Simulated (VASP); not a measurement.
# HgS (F-43m) in VASP: notebook, part 2 of 2

VASP 6.6.1.

### Step 3. Single point, BLYP (volume scaled by 1.04)

File INCAR:

```
SYSTEM = HgS
  PREC = Accurate
  ENCUT = 500
  EDIFF = 1E-6
  ISMEAR = 0
  SIGMA = 0.05
  LREAL = .False.
  LASPH = .True.
  NELM = 120
  ALGO = Normal
  ISIF = 2
  LWAVE = .False.
  LCHARG = .False.
  GGA = B5
  ALDAX = 1.0
  AGGAX = 1.0
  AGGAC = 1.0
  ALDAC = 0.0
  NBANDS = 16
  GGA_COMPAT = .False.
```

File KPOINTS:

```
regular mesh
0
Gamma
  8 8 8
  0 0 0
```

File POSCAR:

```
HgS
1.0
    0.0000000000      3.1092150843      3.1092150843
    3.1092150843      0.0000000000      3.1092150843
    3.1092150843      3.1092150843      0.0000000000
Hg S
1 1
Direct
    0.0000000000      0.0000000000      0.0000000000
    0.7500000000      0.7500000000      0.7500000000
```

Potentials or basis: VASP PAW PBE potentials, release 64 (Hg, S).

Launch:

```sh
$ cat potpaw_PBE.64/Hg/POTCAR potpaw_PBE.64/S/POTCAR > POTCAR
$ mpirun -np 1 vasp_std > vasp.out
```

OUTCAR:

```text
SYSTEM = HgS
   PREC = Accurate
   ENCUT = 500
   EDIFF = 1E-6
   ISMEAR = 0
   LREAL = .False.
   LASPH = .True.
   NELM = 120
   ISIF = 2
   GGA = B5

 ion  position               nearest neighbor table
   1  0.000  0.000  0.000-   2 2.69   2 2.69   2 2.69   2 2.69
   2  0.750  0.750  0.750-   1 2.69   1 2.69   1 2.69   1 2.69

  LATTYP: Found a face centered cubic cell.
 ALAT       =     6.2184301686

  Lattice vectors:

 A1 = (   0.0000000000,   3.1092150843,   3.1092150843)
 A2 = (   3.1092150843,   0.0000000000,   3.1092150843)
 A3 = (   3.1092150843,   3.1092150843,   0.0000000000)

Analysis of symmetry for initial positions (statically):
=====================================================================
 Subroutine PRICEL returns:
 Original cell was already a primitive cell.

 Routine SETGRP: Setting up the symmetry group for a
 face centered cubic supercell.

 Subroutine GETGRP returns: Found 24 space group operations
 (whereof 24 operations were pure point group operations)
 out of a pool of 48 trial point group operations.

The static configuration has the point symmetry T_d .

Analysis of symmetry for dynamics (positions and initial velocities):
=====================================================================
 Subroutine PRICEL returns:
 Original cell was already a primitive cell.

 Routine SETGRP: Setting up the symmetry group for a
 face centered cubic supercell.

 Subroutine GETGRP returns: Found 24 space group operations
 (whereof 24 operations were pure point group operations)
 out of a pool of 48 trial point group operations.

The dynamic configuration has the point symmetry T_d .

 Subroutine INISYM returns: Found 24 space group operations
 (whereof 24 operations are pure point group operations),
 and found     1 'primitive' translations

----------------------------------------------------------------------------------------

                                     Primitive cell

  volume of cell :      60.1149

  direct lattice vectors                    reciprocal lattice vectors
     0.000000000  3.109215084  3.109215084    -0.160812291  0.160812291  0.160812291
     3.109215084  0.000000000  3.109215084     0.160812291 -0.160812291  0.160812291
     3.109215084  3.109215084  0.000000000     0.160812291  0.160812291 -0.160812291

  length of vectors
     4.397094141  4.397094141  4.397094141     0.278535058  0.278535058  0.278535058

  position of ions in fractional coordinates (direct lattice)
     0.000000000  0.000000000  0.000000000
     0.750000000  0.750000000  0.750000000

  ion indices of the primitive-cell ions
   primitive index   ion index
                 1           1
                 2           2

----------------------------------------------------------------------------------------

 KPOINTS: regular mesh

Automatic generation of k-mesh.
 Grid dimensions read from file:
 generate k-points for:    8    8    8

 Generating k-lattice:

  Cartesian coordinates                     Fractional coordinates (reciprocal lattice)
    -0.020101536  0.020101536  0.020101536     0.125000000  0.000000000  0.000000000
     0.020101536 -0.020101536  0.020101536     0.000000000  0.125000000  0.000000000
     0.020101536  0.020101536 -0.020101536     0.000000000  0.000000000  0.125000000

  Length of vectors
     0.034816882  0.034816882  0.034816882

  Shift w.r.t. Gamma in fractional coordinates (k-lattice)
     0.000000000  0.000000000  0.000000000

 Subroutine IBZKPT returns following result:
 ===========================================

 Found     29 irreducible k-points:

 Following reciprocal coordinates:
            Coordinates               Weight
  0.000000  0.000000  0.000000      1.000000
  0.125000  0.000000  0.000000      8.000000
  0.250000  0.000000  0.000000      8.000000
  0.375000  0.000000  0.000000      8.000000
  0.500000  0.000000  0.000000      4.000000
  0.125000  0.125000  0.000000      6.000000
[... 16 lines left out ...]
  0.500000  0.250000  0.125000     48.000000
 -0.375000  0.250000  0.125000     24.000000
 [... further k-points ...]
   k-points           NKPTS =     29   k-points in BZ     NKDIM =     29   number of bands    NBANDS=     16
   number of dos      NEDOS =    301   number of ions     NIONS =      2
   total plane-waves  NPLWV =  32768
   dimension x,y,z NGX =    32 NGY =   32 NGZ =   32
   dimension x,y,z NGXF=    64 NGYF=   64 NGZF=   64
   ions per type =               1   1
   NGX,Y,Z   is equivalent  to a cutoff of  12.10, 12.10, 12.10 a.u.
   NGXF,Y,Z  is equivalent  to a cutoff of  24.20, 24.20, 24.20 a.u.
 SYSTEM =  HgS
   PREC   = accura    normal or accurate (medium, high low for compatibility)
   ISTART =      0    job   : 0-new  1-cont  2-samecut
   ICHARG =      2    charge: 1-file 2-atom 10-const
   ISPIN  =      1    spin polarized calculation?
   LNONCOLLINEAR =      F non collinear calculations
   LSORBIT =      F    spin-orbit coupling
   LASPH  =      T    aspherical Exc in radial PAW
   ENCUT  =  500.0 eV  36.75 Ry    6.06 a.u.   8.02  8.02  8.02*2*pi/ulx,y,z
   NELM   =    120;   NELMIN=  2; NELMDL= -5     # of ELM steps
   EDIFF  = 0.1E-05   stopping-criterion for ELM
   LREAL  =      F    real-space projection
   EDIFFG = 0.1E-04   stopping-criterion for IOM
   NSW    =      0    number of steps for IOM
   IBRION =     -1    ionic relax: 0-MD 1-quasi-New 2-CG
   NFREE  =      0    steps in history (QN), initial steepest desc. (CG)
   ISIF   =      2    stress and relaxation
   ISYM   =      2    0-nonsym 1-usesym 2-fastsym
   POTIM  = 0.5000    time-step for ionic-motion
   TEBEG  =    0.0;   TEEND  =   0.0 temperature during run
   PSTRESS=    0.0 pullay stress
   NELECT =      18.0000    total number of electrons
   NUPDOWN=      -1.0000    fix difference up-down
   EMIN   =  10.00;   EMAX   =-10.00  energy-range for DOS
   EFERMI =   0.00;   METHOD = LEGACY
   ISMEAR =     0;   SIGMA  =   0.05  broadening in eV -4-tet -1-fermi 0-gaus
   EFERMI_NEDOS =   21; number of points for ismear=-14 and -15
   IALGO  =     38    algorithm
   IMIX   =      4    mixing-type and parameters
     AMIX     =   0.40;   BMIX     =  1.00
     AMIX_MAG =   1.60;   BMIX_MAG =  1.00
  volume/ion in A,a.u.               =      30.06       202.84
  Fermi-wavevector in a.u.,A,eV,Ry     =   1.095229  2.069683 16.320547  1.199526
  Thomas-Fermi vector in A             =   2.231549
   LORBIT       =      0    0 simple, 1 ext, 2 COOP (PROOUT), +10 PAW based schemes
   GGA     = B5    functional components
   LHFCALC =     F    Hartree Fock is set to
   AEXX    =    0.0000 exact exchange contribution
   IVDW    =     0    specifies the selected vdW correction
   LEPSILON=     F    determine dielectric tensor
   LRPA    =     F    only Hartree local field effects (RPA)
 non-spin polarized calculation
 Gauss-broadening in eV      SIGMA  =   0.05
  energy-cutoff  :      500.00
  volume of cell :       60.11
 maximum number of plane-waves:      1540
   NGX = 17   NGY = 17   NGZ = 17

 number of electron      17.9999996 magnetization

 Free energy of the ion-electron system (eV)
  ---------------------------------------------------
  ext. energy  EPLUGINS =         0.00000000
  ---------------------------------------------------
  free energy    TOTEN  =        -3.64643465 eV

  energy without entropy =       -3.64628139  energy(sigma->0) =       -3.64635802

 E-fermi :   0.8346     XC(G=0):  -8.0259

 val. band max:        0.8192025329   @ k =   0.0000   0.0000   0.0000
 cond. band min:       1.4214990243   @ k =   0.1250   0.0000   0.0000
 fundamental gap:      0.6022964914
 Fermi energy:         0.8346229439

 k-point     1 :       0.0000    0.0000    0.0000
  band No.  band energies     occupation
      1     -11.2531      2.00000
      2      -5.3168      2.00000
      3      -5.3168      2.00000
      4      -5.3168      2.00000
      5      -4.7431      2.00000
      6      -4.7431      2.00000
[... 8 lines left out ...]
     15      12.2739      0.00000
     16      12.2739      0.00000

 k-point     2 :       0.1250    0.0000    0.0000
  band No.  band energies     occupation
      1     -11.2035      2.00000
      2      -5.2919      2.00000
      3      -5.2919      2.00000
      4      -5.2829      2.00000
      5      -4.7443      2.00000
      6      -4.7443      2.00000
[... 8 lines left out ...]
     15      11.7323      0.00000
     16      11.7323      0.00000
[... 387 lines left out ...]
      5      -4.7100      2.00000
      6      -4.6140      2.00000
[... 8 lines left out ...]
     15      12.7614      0.00000
     16      13.2281      0.00000

 k-point    24 :      -0.3750    0.2500    0.1250
  band No.  band energies     occupation
      1     -10.8464      2.00000
      2      -5.1313      2.00000
      3      -5.0890      2.00000
      4      -4.7717      2.00000
      5      -4.7186      2.00000
      6      -4.4143      2.00000
[... 8 lines left out ...]
     15      12.5357      0.00000
     16      13.2392      0.00000

 [... further k-points ...]
[... 5 lines left out ...]
  --------------------------------------------------------------------------------------
  -------------------------------------------------------------------------------------
  Total       -0.4640276     -0.4640276     -0.4640276     -0.0000000     -0.0000000      0.0000000
  in kB      -12.3672197    -12.3672197    -12.3672197     -0.0000000     -0.0000000      0.0000000
  external PRESSURE =     -12.3672197 kB  Pullay stress =       0.0000000 kB

 VOLUME and BASIS-vectors are now :
 -----------------------------------------------------------------------------
  energy-cutoff  :      500.00
  volume of cell :       60.11
      direct lattice vectors                 reciprocal lattice vectors
     0.000000000  3.109215084  3.109215084    -0.160812291  0.160812291  0.160812291
     3.109215084  0.000000000  3.109215084     0.160812291 -0.160812291  0.160812291
     3.109215084  3.109215084  0.000000000     0.160812291  0.160812291 -0.160812291

 POSITION                                       TOTAL-FORCE (eV/Angst)
 -----------------------------------------------------------------------------------
      0.00000      0.00000      0.00000         0.000000      0.000000      0.000000
      4.66382      4.66382      4.66382        -0.000000     -0.000000     -0.000000
 -----------------------------------------------------------------------------------
    total drift:                                0.000000      0.000000      0.000000

  FREE ENERGIE OF THE ION-ELECTRON SYSTEM (eV)
  ---------------------------------------------------
  free  energy   TOTEN  =        -3.6464346491 eV

  energy  without entropy=       -3.6462813863  energy(sigma->0) =       -3.64635802
```

OSZICAR:

```text
N       E                     dE             d eps       ncg     rms          rms(c)
DAV:   1     0.112223832711E+03    0.11222E+03   -0.83311E+03   944   0.968E+02
DAV:   2     0.602277988811E+00   -0.11162E+03   -0.10373E+03  1080   0.235E+02
DAV:   3    -0.421046950219E+01   -0.48127E+01   -0.47908E+01  1192   0.500E+01
DAV:   4    -0.424423406957E+01   -0.33765E-01   -0.33760E-01  1160   0.424E+00
DAV:   5    -0.424473473047E+01   -0.50066E-03   -0.50064E-03  1160   0.511E-01    0.629E+00
DAV:   6    -0.364458041071E+01    0.60015E+00   -0.11310E+00  1408   0.147E+01    0.517E+00
DAV:   7    -0.364866149590E+01   -0.40811E-02   -0.17057E-01  1096   0.288E+00    0.299E+00
DAV:   8    -0.364687322983E+01    0.17883E-02   -0.14058E-02  1136   0.134E+00    0.189E-01
DAV:   9    -0.364634046666E+01    0.53276E-03   -0.17248E-03  1336   0.534E-01    0.603E-02
DAV:  10    -0.364642005650E+01   -0.79590E-04   -0.22925E-04  1056   0.119E-01    0.558E-02
DAV:  11    -0.364643334050E+01   -0.13284E-04   -0.12738E-05  1192   0.404E-02    0.217E-02
DAV:  12    -0.364643459917E+01   -0.12587E-05   -0.47135E-06  1184   0.204E-02    0.361E-03
DAV:  13    -0.364643464913E+01   -0.49964E-07   -0.45904E-07   704   0.686E-03
   1 F= -.36464346E+01 E0= -.36463580E+01  d E =-.153263E-03
```

stdout:

```text
POSCAR found type information on POSCAR HgS
 POSCAR found :  2 types and       2 ions
 scaLAPACK will be used
 -----------------------------------------------------------------------------
|                                                                             |
|                                                                             |
|     You enforced a specific xc type in the INCAR file but a different       |
|     I HOPE YOU KNOW WHAT YOU ARE DOING!                                     |
|                                                                             |
 -----------------------------------------------------------------------------

 LDA part: xc-table for (Slater(with rela. corr.)+VWN5), standard interpolation
 POSCAR, INCAR and KPOINTS ok, starting setup
 FFT: planning ... GRIDC
 FFT: planning ... GRID_SOFT
 FFT: planning ... GRID
 WAVECAR not read
 entering main loop
```

Wall time 41 s (1 thread of Intel Xeon Platinum 8259CL at 2.50GHz (Skylake/Cascade Lake), shared host); peak memory 0.18 GiB.

What came out:

| Quantity | Value |
| --- | --- |
| Free energy | -3.6464 eV |
| Pressure | -1.2 GPa |
| Band gap on the k mesh | zero (filled and empty bands touch) |

Levels at points of the mesh, in eV from the Fermi level:
```csv
k point,band 5,band 6,band 7,band 8,band 9,band 10,band 11,band 12,band 13,band 14
"(0.00, 0.00, 0.00)",-5.58,-5.58,-0.77,-0.02,-0.02,-0.02,6.21,6.21,6.21,9.44
"(0.50, 0.00, 0.00)",-5.54,-5.32,-4.34,-0.68,-0.68,1.43,6.50,6.82,6.82,10.13
"(0.50, 0.50, 0.00)",-5.48,-5.30,-4.10,-1.64,-1.64,2.85,3.80,8.32,9.33,9.33
```

Caveat: the cell differs from its parent crystal (volume scaled by 1.04); the PAW data sets were made with another functional, which shifts forces and pressure a little; spin-orbit coupling is left out, which moves the levels of the heavy elements.

### Step 4. Single point, r2SCAN (volume scaled by 0.96)

File POSCAR:

```
HgS
1.0
    0.0000000000      2.9241584246      2.9241584246
    2.9241584246      0.0000000000      2.9241584246
    2.9241584246      2.9241584246      0.0000000000
Hg S
1 1
Direct
    0.0000000000      0.0000000000      0.0000000000
    0.7500000000      0.7500000000      0.7500000000
```

File INCAR.step1:

```
SYSTEM = HgS
ALGO = Normal
EDIFF = 1E-5
ENCUT = 550
GGA = PE
GGA_COMPAT = .False.
ISMEAR = 0
LASPH = .True.
LCHARG = .False.
LREAL = .False.
LWAVE = .True.
NBANDS = 16
NELM = 120
PREC = Accurate
SIGMA = 0.05
```

File INCAR.step2:

```
SYSTEM = HgS
ALGO = Normal
EDIFF = 1E-6
ENCUT = 550
GGA_COMPAT = .False.
ISIF = 2
ISMEAR = 0
ISTART = 1
LASPH = .True.
LCHARG = .False.
LMIXTAU = .True.
LREAL = .False.
LWAVE = .False.
METAGGA = R2SCAN
NBANDS = 16
NELM = 120
PREC = Accurate
SIGMA = 0.05
```

File KPOINTS:

```
k-points
0
Gamma
  8 8 8
  0 0 0
```

Launch:

```sh
$ cat potpaw_PBE.64/Hg/POTCAR potpaw_PBE.64/S/POTCAR > POTCAR
$ cp INCAR.step1 INCAR
$ mpirun -np 1 vasp_std > vasp.out
$ cp INCAR.step2 INCAR
$ mpirun -np 1 vasp_std > vasp.out
```

Wall time 63 s (1 thread of Intel Xeon Platinum 8259CL at 2.50GHz (Skylake/Cascade Lake), shared host); peak memory 0.2 GiB.

Results (log left out):

```yaml
Free_energy: -57.7199 eV
Pressure: 3.0 GPa
Band_gap_on_the_k_mesh: zero (filled and empty bands touch)
```

Levels at points of the mesh, in eV from the Fermi level:
| k point | band 6 | band 7 | band 8 | band 9 | band 10 | band 11 | band 12 | band 13 |
| --- | --- | --- | --- | --- | --- | --- | --- | --- |
| (0.00, 0.00, 0.00) | -6.43 | -0.18 | -0.02 | -0.02 | -0.02 | 6.43 | 6.43 | 6.43 |
| (0.50, 0.00, 0.00) | -6.01 | -5.70 | -1.03 | -1.03 | 1.88 | 7.16 | 7.16 | 7.33 |
| (0.50, 0.50, 0.00) | -5.98 | -5.01 | -2.45 | -2.45 | 3.47 | 3.68 | 8.96 | 10.92 |

Caveat: the cell differs from its parent crystal (volume scaled by 0.96); the PAW data sets were made with another functional, which shifts forces and pressure a little; spin-orbit coupling is left out, which moves the levels of the heavy elements.

### Step 5. Single point, r2SCAN

This run uses another cell than the first one, of 25.13 Å³/atom, 0.861 times its volume.

File POSCAR:

```
HgS
1.0
    0.0000000000      2.9289995691      2.9289995691
    2.9289995691      0.0000000000      2.9289995691
    2.9289995691      2.9289995691      0.0000000000
Hg S
1 1
Direct
    0.0000000000      0.0000000000      0.0000000000
    0.7500000000      0.7500000000      0.7500000000
```

File INCAR.step1:

```
PREC = Accurate
ENCUT = 550
ISMEAR = 0
SIGMA = 0.05
LREAL = False
LASPH = True
NELM = 120
NBANDS = 16
GGA = PE
ALGO = Normal
EDIFF = 1E-5
LWAVE = True
LCHARG = False
GGA_COMPAT = False
```

File INCAR.step2:

```
PREC = Accurate
ENCUT = 550
EDIFF = 1E-6
ISMEAR = 0
SIGMA = 0.05
LREAL = False
LASPH = True
NELM = 120
ALGO = Normal
ISIF = 2
LWAVE = False
LCHARG = False
METAGGA = R2SCAN
LMIXTAU = True
NBANDS = 16
ISTART = 1
GGA_COMPAT = False
```

File KPOINTS:

```
regular mesh
0
Gamma
  8 8 8
```

Launch:

```sh
$ cat potpaw_PBE.64/Hg/POTCAR potpaw_PBE.64/S/POTCAR > POTCAR
$ cp INCAR.step1 INCAR
$ mpirun -np 1 vasp_std > vasp.out
$ cp INCAR.step2 INCAR
$ mpirun -np 1 vasp_std > vasp.out
```

Run time: 74 s. Hardware: 1 thread of Intel Xeon Platinum 8259CL at 2.50GHz (Skylake/Cascade Lake), shared host; peak memory 0.19 GiB.

The run converged. Its results:

```yaml
Free_energy: -57.7243 eV
Pressure: 2.6 GPa
Band_gap_on_the_k_mesh: zero (filled and empty bands touch)
```

Levels at points of the mesh, in eV from the Fermi level:
| k point | band 6 | band 7 | band 8 | band 9 | band 10 | band 11 | band 12 | band 13 |
| --- | --- | --- | --- | --- | --- | --- | --- | --- |
| (0.00, 0.00, 0.00) | -6.41 | -0.18 | -0.02 | -0.02 | -0.02 | 6.44 | 6.44 | 6.44 |
| (0.50, 0.00, 0.00) | -6.00 | -5.67 | -1.02 | -1.02 | 1.87 | 7.17 | 7.17 | 7.31 |
| (0.50, 0.50, 0.00) | -5.97 | -4.98 | -2.42 | -2.42 | 3.46 | 3.69 | 8.95 | 10.89 |

Caveat: the PAW data sets were made with another functional, which shifts forces and pressure a little; spin-orbit coupling is left out, which moves the levels of the heavy elements.

### Step 6. Single point, r2SCAN

This run uses another cell than the first one, of 25.51 Å³/atom, 0.875 times its volume.

File POSCAR:

```
HgS
1.0
    0.0000000000      2.9438576676      2.9438576676
    2.9438576676      0.0000000000      2.9438576676
    2.9438576676      2.9438576676      0.0000000000
Hg S
1 1
Direct
    0.0000000000      0.0000000000      0.0000000000
    0.7500000000      0.7500000000      0.7500000000
```

File INCAR.step1:

```
SYSTEM = HgS
PREC = Accurate
ENCUT = 550
ISMEAR = 0
SIGMA = 0.05
LREAL = .False.
LASPH = .True.
NELM = 120
NBANDS = 16
GGA = PE
ALGO = Normal
EDIFF = 1E-5
LWAVE = .True.
LCHARG = .False.
GGA_COMPAT = .False.
```

File INCAR.step2:

```
SYSTEM = HgS
PREC = Accurate
ENCUT = 550
EDIFF = 1E-6
ISMEAR = 0
SIGMA = 0.05
LREAL = .False.
LASPH = .True.
NELM = 120
ALGO = Normal
ISIF = 2
LWAVE = .False.
LCHARG = .True.
METAGGA = R2SCAN
LMIXTAU = .True.
LELF = .True.
LVHAR = .True.
NBANDS = 16
ISTART = 1
GGA_COMPAT = .False.
```

File KPOINTS:

```
regular mesh
0
Gamma
  8 8 8
  0 0 0
```

Potentials or basis: VASP PAW PBE potentials, release 64 (Hg, S).

Launch:

```sh
$ cat potpaw_PBE.64/Hg/POTCAR potpaw_PBE.64/S/POTCAR > POTCAR
$ cp INCAR.step1 INCAR
$ mpirun -np 1 vasp_std > vasp.out
$ cp INCAR.step2 INCAR
$ mpirun -np 1 vasp_std > vasp.out
```

Wall time 66 s (1 thread of Intel Xeon Platinum 8259CL at 2.50GHz (Skylake/Cascade Lake), shared host); peak memory 0.2 GiB.

It converged, with:

```yaml
Free_energy: -57.7345 eV
Pressure: 1.6 GPa
Band_gap_on_the_k_mesh: zero (filled and empty bands touch)
```

Levels at points of the mesh, in eV from the Fermi level:
```
           k point  band 5  band 6  band 7  band 8  band 9  band 10  band 11  band 12  band 13  band 14
(0.00, 0.00, 0.00)   -6.34   -6.34   -0.21   -0.02   -0.02    -0.02     6.46     6.46     6.46    10.20
(0.50, 0.00, 0.00)   -6.27   -5.94   -5.55   -0.99   -0.99     1.87     7.18     7.18     7.28    10.53
(0.50, 0.50, 0.00)   -6.19   -5.91   -4.91   -2.36   -2.36     3.44     3.72     8.91    10.82    10.82
```

Caveat: the PAW data sets were made with another functional, which shifts forces and pressure a little; spin-orbit coupling is left out, which moves the levels of the heavy elements.

### Step 7. Summary

```csv
level,cell,cutoff (eV),gap on the mesh (eV),pressure (GPa)
RPBE,"a = 4.353 Å, angles 60.0°, 2 atoms",500,none,-1.4
BLYP,"a = 4.397 Å, angles 60.0°, 2 atoms",500,none,-1.2
r2SCAN,"a = 4.135 Å, angles 60.0°, 2 atoms",550,none,3.0
r2SCAN,"a = 4.142 Å, angles 60.0°, 2 atoms",550,none,2.6
r2SCAN,"a = 4.163 Å, angles 60.0°, 2 atoms",550,none,1.6
```

Alike in all rows: task single point; potentials or basis VASP PAW PBE potentials, release 64 (Hg, S); no spin polarisation; k mesh 8 × 8 × 8; smearing gaussian 0.05 eV.

Caveats: the PAW data sets were made with another functional, which shifts forces and pressure a little; spin-orbit coupling is left out, which moves the levels of the heavy elements.

Total energies depend on the potentials used, so only differences within one code and one set of settings carry meaning.
